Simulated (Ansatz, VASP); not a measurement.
## Bi: VASP beside Ansatz

INCAR

```
ALGO = Normal
EDIFF = 1E-6
ENCUT = 520
GGA = PS
ISIF = 2
ISMEAR = -1
LASPH = T
LCHARG = F
LREAL = F
LWAVE = F
NBANDS = 22
NELM = 100
PREC = Accurate
SIGMA = 0.08
```

KPOINTS

```
k-points
0
Gamma
  11 11 11
```

File POSCAR:

```
Bi
1.0
    0.0000000000      3.4337950079      3.4337950079
    3.4337950079      0.0000000000      3.4337950079
    3.4337950079      3.4337950079      0.0000000000
Bi
2
Direct
   -0.1250000000     -0.1250000000     -0.1250000000
    0.1250000000      0.1250000000      0.1250000000
```

Input for Ansatz:

```yaml
crystal:
  lattice:
    - [0.0, 3.4337950079, 3.4337950079]
    - [3.4337950079, 0.0, 3.4337950079]
    - [3.4337950079, 3.4337950079, 0.0]
  atoms:
    - { symbol: Bi, position: [-0.125, -0.125, -0.125] }
    - { symbol: Bi, position: [0.125, 0.125, 0.125] }
kpoints:
  mp_grid: { grid: [11, 11, 11] }
scf:
  occupations: { method: fermi_dirac, width: 0.08 }
hamiltonian:
  xc: pbesol
  pseudopotentials: { kind: all_electron, lapw: { basis_error: 0.001 } }
output:
  forces: true
  stress: true
  eigenvalues: true
  populations: true
```

Change from the starting cell: volume scaled by 0.88, LAPW.

Alike in both runs: task single point; functional PBEsol; k mesh 11 × 11 × 11; occupations fermi-dirac, width 0.08 eV; no spin polarisation.

|  | VASP | Ansatz |
| --- | --- | --- |
| version | VASP 6.6.1 | Ansatz 0.2.0 |
| potentials or method | VASP PAW PBE potentials, release 64 (Bi_d), cutoff 520 eV | all-electron LAPW, scalar-relativistic |

```csv
,VASP,Ansatz,Ansatz less VASP
pressure (GPa),5.4,5.4,+0.07
```

VASP's potentials were made for PBE, not for PBEsol. Ansatz ran all-electron here, and VASP with PAW potentials.

Spin-orbit coupling is off throughout.
